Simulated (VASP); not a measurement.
Here is a VASP 6.6.1 calculation.

INCAR

```
SYSTEM = GaGe3
ALGO = Normal
EDIFF = 1E-6
ENCUT = 520
GGA = PS
ISIF = 2
ISMEAR = -1
LASPH = .True.
LCHARG = .False.
LREAL = .False.
LWAVE = .False.
NBANDS = 36
NELM = 100
PREC = Accurate
SIGMA = 0.05
```

File KPOINTS:

```
k-points
0
Gamma
  7 7 7
  0 0 0
```

POSCAR

```
GaGe3
1.0
    0.0000000000      3.2550261152      3.2550261152
    3.2550261152      0.0000000000      3.2550261152
    3.2550261152      3.2550261152      0.0000000000
Ge Ga
3 1
Direct
    0.5000000000      0.5000000000      0.5000000000
    0.7500000000      0.7500000000      0.7500000000
    0.2500000000      0.2500000000      0.2500000000
    0.0000000000      0.0000000000      0.0000000000
```

Potentials or basis: VASP PAW PBE potentials, release 64 (Ge_d, Ga_d).

Command:

```bash
$ cat potpaw_PBE.64/Ge_d/POTCAR potpaw_PBE.64/Ga_d/POTCAR > POTCAR
$ mpirun -np 1 vasp_std > vasp.out
```

(1) Estimate the pressure.

(2) Estimate the band gap on the k mesh.

Results:

(1) 5.0 GPa.

(2) zero (an odd number of electrons rules out a gap without spin polarisation).

Caveat: the cell stands under pressure; the PAW data sets were made with another functional, which shifts forces and pressure a little.
